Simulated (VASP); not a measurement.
# WC (P-6m2) in VASP: settings compared

WC is run at these levels: PBEsol, PBE+U; tasks: relaxation of cell and atoms.

Program: VASP 6.6.1. These are calculated values, not measurements. Logs are shortened: lines on timing, memory, paths and dates and some standing lists are left out, and cuts for length are marked.

### 1 The cell of the first run

Symmetry: P-6m2, No. 187, hexagonal system. Conventional cell: a = 2.907 Å, b = 2.907 Å, c = 2.837 Å, α = 90.00°, β = 90.00°, γ = 120.00°. W (site symmetry -6m2) has 6 C at 2.20 Å and 8 W at 2.84 to 2.91 Å within 3.0 Å. Within 3.0 Å of C (site symmetry -6m2) lie 6 W at 2.20 Å and 8 C at 2.84 to 2.91 Å.

### 2 Relaxation of cell and atoms, PBEsol, target pressure 20 GPa, at which the enthalpy is minimised

INCAR

```
SYSTEM = WC
ALGO = Normal
EDIFF = 1E-6
EDIFFG = -0.005
ENCUT = 600
GGA = PS
IBRION = 2
ISIF = 3
ISMEAR = -1
LASPH = .TRUE.
LCHARG = .FALSE.
LREAL = .FALSE.
LWAVE = .FALSE.
NELM = 100
NSW = 80
PREC = Accurate
PSTRESS = 200.0
SIGMA = 0.05
```

KPOINTS

```
k-points
0
G
  10 10 9
  0 0 0
```

POSCAR

```
WC
1.0
    2.9065000000      0.0000000000      0.0000000000
   -1.4532500000      2.5171028361      0.0000000000
    0.0000000000      0.0000000000      2.8366000000
W C
1 1
Direct
    0.0000000000      0.0000000000      0.0000000000
    0.6666666667      0.3333333333      0.5000000000
```

Potentials or basis: VASP PAW PBE potentials, release 64 (W_sv, C).

Launch:

```console
$ cat potpaw_PBE.64/W_sv/POTCAR potpaw_PBE.64/C/POTCAR > POTCAR
$ mpirun -np 1 vasp_std > vasp.out
```

OUTCAR:

```text
SYSTEM = WC
   EDIFF = 1E-6
   EDIFFG = -0.005
   ENCUT = 600
   GGA = PS
   IBRION = 2
   ISIF = 3
   ISMEAR = -1
   LASPH = .TRUE.
   LREAL = .FALSE.
   NELM = 100
   NSW = 80
   PREC = Accurate
   PSTRESS = 200.0

 ion  position               nearest neighbor table
   1  0.000  0.000  0.000-   2 2.20   2 2.20   2 2.20   2 2.20   2 2.20   2 2.20
   2  0.667  0.333  0.500-   1 2.20   1 2.20   1 2.20   1 2.20   1 2.20   1 2.20

  LATTYP: Found a hexagonal cell.
 ALAT       =     2.9065000000
 C/A-ratio  =     0.9759504559

  Lattice vectors:

 A1 = (   2.9065000000,   0.0000000000,   0.0000000000)
 A2 = (  -1.4532500000,   2.5171028361,   0.0000000000)
 A3 = (   0.0000000000,   0.0000000000,   2.8366000000)

Analysis of symmetry for initial positions (statically):
=====================================================================
 Subroutine PRICEL returns:
 Original cell was already a primitive cell.

 Routine SETGRP: Setting up the symmetry group for a
 hexagonal supercell.

 Subroutine GETGRP returns: Found 12 space group operations
 (whereof 12 operations were pure point group operations)
 out of a pool of 24 trial point group operations.

The static configuration has the point symmetry D_3h.

Analysis of symmetry for dynamics (positions and initial velocities):
=====================================================================
 Subroutine PRICEL returns:
 Original cell was already a primitive cell.

 Routine SETGRP: Setting up the symmetry group for a
 hexagonal supercell.

 Subroutine GETGRP returns: Found 12 space group operations
 (whereof 12 operations were pure point group operations)
 out of a pool of 24 trial point group operations.

The dynamic configuration has the point symmetry D_3h.

 Subroutine INISYM returns: Found 12 space group operations
 (whereof 12 operations are pure point group operations),
 and found     1 'primitive' translations

----------------------------------------------------------------------------------------

                                     Primitive cell

  volume of cell :      20.7525

  direct lattice vectors                    reciprocal lattice vectors
     2.906500000  0.000000000  0.000000000     0.344056425  0.198641070  0.000000000
    -1.453250000  2.517102836  0.000000000     0.000000000  0.397282139  0.000000000
     0.000000000  0.000000000  2.836600000     0.000000000  0.000000000  0.352534725

  length of vectors
     2.906500000  2.906500000  2.836600000     0.397282139  0.397282139  0.352534725

  position of ions in fractional coordinates (direct lattice)
     0.000000000  0.000000000  0.000000000
     0.666666667  0.333333333  0.500000000

  ion indices of the primitive-cell ions
   primitive index   ion index
                 1           1
                 2           2

----------------------------------------------------------------------------------------

 KPOINTS: k-points

Automatic generation of k-mesh.
 Grid dimensions read from file:
 generate k-points for:   10   10    9

 Generating k-lattice:

  Cartesian coordinates                     Fractional coordinates (reciprocal lattice)
     0.034405643  0.019864107  0.000000000     0.100000000  0.000000000  0.000000000
     0.000000000  0.039728214  0.000000000     0.000000000  0.100000000  0.000000000
     0.000000000  0.000000000  0.039170525     0.000000000  0.000000000  0.111111111

  Length of vectors
     0.039728214  0.039728214  0.039170525

  Shift w.r.t. Gamma in fractional coordinates (k-lattice)
     0.000000000  0.000000000  0.000000000

 Subroutine IBZKPT returns following result:
 ===========================================

 Found     70 irreducible k-points:

 Following reciprocal coordinates:
            Coordinates               Weight
  0.000000  0.000000  0.000000      1.000000
  0.100000  0.000000  0.000000      6.000000
  0.200000  0.000000  0.000000      6.000000
  0.300000  0.000000  0.000000      6.000000
  0.400000  0.000000  0.000000      6.000000
  0.500000  0.000000  0.000000      3.000000
[... 16 lines left out ...]
  0.300000  0.100000  0.111111     24.000000
  0.400000  0.100000  0.111111     24.000000
 [... further k-points ...]
   k-points           NKPTS =     70   k-points in BZ     NKDIM =     70   number of bands    NBANDS=     13
   number of dos      NEDOS =    301   number of ions     NIONS =      2
   total plane-waves  NPLWV =  13824
   dimension x,y,z NGX =    24 NGY =   24 NGZ =   24
   dimension x,y,z NGXF=    48 NGYF=   48 NGZF=   48
   ions per type =               1   1
   NGX,Y,Z   is equivalent  to a cutoff of  13.73, 13.73, 14.07 a.u.
   NGXF,Y,Z  is equivalent  to a cutoff of  27.46, 27.46, 28.13 a.u.
 SYSTEM =  WC
   PREC   = accura    normal or accurate (medium, high low for compatibility)
   ISTART =      0    job   : 0-new  1-cont  2-samecut
   ICHARG =      2    charge: 1-file 2-atom 10-const
   ISPIN  =      1    spin polarized calculation?
   LNONCOLLINEAR =      F non collinear calculations
   LSORBIT =      F    spin-orbit coupling
   LASPH  =      T    aspherical Exc in radial PAW
   ENCUT  =  600.0 eV  44.10 Ry    6.64 a.u.   5.81  5.81  5.67*2*pi/ulx,y,z
   NELM   =    100;   NELMIN=  2; NELMDL= -5     # of ELM steps
   EDIFF  = 0.1E-05   stopping-criterion for ELM
   LREAL  =      F    real-space projection
   EDIFFG = -.5E-02   stopping-criterion for IOM
   NSW    =     80    number of steps for IOM
   IBRION =      2    ionic relax: 0-MD 1-quasi-New 2-CG
   NFREE  =      1    steps in history (QN), initial steepest desc. (CG)
   ISIF   =      3    stress and relaxation
   ISYM   =      2    0-nonsym 1-usesym 2-fastsym
   POTIM  = 0.5000    time-step for ionic-motion
   TEBEG  =    0.0;   TEEND  =   0.0 temperature during run
   PSTRESS=  200.0 pullay stress
   NELECT =      18.0000    total number of electrons
   NUPDOWN=      -1.0000    fix difference up-down
   EMIN   =  10.00;   EMAX   =-10.00  energy-range for DOS
   EFERMI =   0.00;   METHOD = LEGACY
   ISMEAR =    -1;   SIGMA  =   0.05  broadening in eV -4-tet -1-fermi 0-gaus
   EFERMI_NEDOS =   21; number of points for ismear=-14 and -15
   IALGO  =     38    algorithm
   IMIX   =      4    mixing-type and parameters
     AMIX     =   0.40;   BMIX     =  1.00
     AMIX_MAG =   1.60;   BMIX_MAG =  1.00
  volume/ion in A,a.u.               =      10.38        70.02
  Fermi-wavevector in a.u.,A,eV,Ry     =   1.561262  2.950358 33.164744  2.437540
  Thomas-Fermi vector in A             =   2.664353
   LORBIT       =      0    0 simple, 1 ext, 2 COOP (PROOUT), +10 PAW based schemes
   GGA     = PS    functional components
   LHFCALC =     F    Hartree Fock is set to
   AEXX    =    0.0000 exact exchange contribution
   IVDW    =     0    specifies the selected vdW correction
   LEPSILON=     F    determine dielectric tensor
   LRPA    =     F    only Hartree local field effects (RPA)
 conjugate gradient relaxation of ions
 non-spin polarized calculation
  energy-cutoff  :      600.00
  volume of cell :       20.75
 maximum number of plane-waves:       703
 NGX is ok and might be reduce to    24
   NGX = 11   NGY = 11   NGZ = 11

--------------------------------------- Ionic step        1  -------------------------------------------

 number of electron      18.0000000 magnetization

 Free energy of the ion-electron system (eV)
  ---------------------------------------------------
  ext. energy  EPLUGINS =         0.00000000
  ---------------------------------------------------
  free energy    TOTEN  =       -23.90494398 eV

  energy without entropy =      -23.90315426  energy(sigma->0) =      -23.90404912

------------------------ aborting loop because EDIFF is reached ----------------------------------------

  FORCE on cell =-STRESS in cart. coord.  units (eV):
  Direction    XX          YY          ZZ          XY          YZ          ZX
  --------------------------------------------------------------------------------------
  -------------------------------------------------------------------------------------
  Total       -0.2534341     -0.2534341     -0.3981884     -0.0000000      0.0000000      0.0000000
  in kB      -19.5661864    -19.5661864    -30.7418342     -0.0000000      0.0000000      0.0000000
  external PRESSURE =    -223.2914023 kB  Pullay stress =     200.0000000 kB
[... 289 lines left out ...]
  enthalpy is  TOTEN    =       -21.3880504506 eV   P V=        2.4652896160

--------------------------------------- Ionic step        9  -------------------------------------------

 number of electron      18.0000000 magnetization

 Free energy of the ion-electron system (eV)
  ---------------------------------------------------
  ext. energy  EPLUGINS =         0.00000000
  ---------------------------------------------------
  free energy    TOTEN  =       -23.85192527 eV

  energy without entropy =      -23.85003687  energy(sigma->0) =      -23.85098107

 E-fermi :  11.6432     XC(G=0): -14.2083

 val. band max:       11.5394608927   @ k =   0.0000   0.0000   0.3333
 cond. band min:      11.6438619280   @ k =   0.1000   0.0000   0.3333
 fundamental gap:      0.1044010353
 Fermi energy:        11.6432450471

 k-point     1 :       0.0000    0.0000    0.0000
  band No.  band energies     occupation
      1     -62.1667      2.00000
      2     -26.1645      2.00000
      3     -26.0241      2.00000
      4     -26.0241      2.00000
      5      -3.1572      2.00000
      6       7.0300      2.00000
      7       8.1365      2.00000
      8       8.1365      2.00000
      9      11.7577      0.18413
     10      15.1210      0.00000
     11      15.1210      0.00000
     12      17.5855      0.00000
     13      17.5855      0.00000
[... 353 lines left out ...]
 k-point    24 :       0.4000    0.1000    0.1111
  band No.  band energies     occupation
      1     -62.0858      2.00000
      2     -26.9450      2.00000
      3     -26.2983      2.00000
      4     -26.1249      2.00000
      5       0.5024      2.00000
      6       4.4717      2.00000
      7       7.1823      2.00000
      8       8.7848      2.00000
      9      10.3110      2.00000
     10      14.4800      0.00000
     11      15.9926      0.00000
     12      16.9807      0.00000
     13      19.0832      0.00000

 [... further k-points ...]
[... 5 lines left out ...]
  --------------------------------------------------------------------------------------
  -------------------------------------------------------------------------------------
  Total        2.4584764      2.4584764      2.4573834      0.0000000     -0.0000000      0.0000000
  in kB      199.5626362    199.5626362    199.4739128      0.0000000     -0.0000000      0.0000000
  external PRESSURE =      -0.4669382 kB  Pullay stress =     200.0000000 kB
[... 17 lines left out ...]
  FREE ENERGIE OF THE ION-ELECTRON SYSTEM (eV)
  ---------------------------------------------------
  free  energy   TOTEN  =       -23.8519252662 eV

  energy  without entropy=      -23.8500368669  energy(sigma->0) =      -23.85098107

  enthalpy is  TOTEN    =       -21.3880608728 eV   P V=        2.4638643934

 reached required accuracy - stopping structural energy minimisation
```

It took 2.6 min on 1 thread of Intel Xeon 8259CL, shared host; peak memory 0.17 GiB.

Results:

```yaml
Free_energy: -23.8519 eV
Relaxed_volume: 9.87 Å³/atom
Relaxed_cell: a = 2.856 Å, b = 2.856 Å, c = 2.795 Å, α = 90.00°, β = 90.00°, γ = 120.00°
Space_group_after_relaxing_to_0.1_Å: P-6m2 (No. 187)
Energy_change_on_relaxing_the_run_minimises_the_enthalpy: +26.5 meV/atom
Ionic_steps: 9
Pressure_after_relaxing: 20.0 GPa
Band_gap_on_the_k_mesh: zero (bands 9 and 10 overlap by 1.28 eV)
```

The path:
| step | energy change (eV) | largest force (eV/Å) | pressure (GPa) | volume (Å³) |
| --- | --- | --- | --- | --- |
| 1 | 0.0000 | 0.0000 | -2.33 | 20.75 |
| 2 | 1.3879 | 0.0000 | 135.53 | 16.71 |
| 3 | 0.0440 | 0.0000 | 18.30 | 19.82 |
| 4 | 0.0506 | 0.0000 | 19.58 | 19.76 |
| 5 | 0.0530 | 0.0000 | 20.06 | 19.74 |
| 6 | 0.0554 | 0.0000 | 20.19 | 19.72 |
| 7 | 0.0536 | 0.0000 | 20.12 | 19.73 |
| 8 | 0.0516 | 0.0000 | 19.72 | 19.75 |
| 9 | 0.0530 | 0.0000 | 19.95 | 19.74 |

Final structure:
```xyz
2
Lattice="2.8556 0.0000 0.0000 -1.4278 2.4730 0.0000 0.0000 0.0000 2.7949" Properties=species:S:1:pos:R:3 pbc="T T T"
W     0.0000    0.0000    0.0000
C     1.4278    0.8243    1.3975
```

Caveat: the cell is relaxed towards a set pressure, so the run minimises the enthalpy, not the energy; the PAW data sets were made with another functional, which shifts forces and pressure a little; spin-orbit coupling is left out, which moves the levels of the heavy elements.

[end of part 1 of 3]
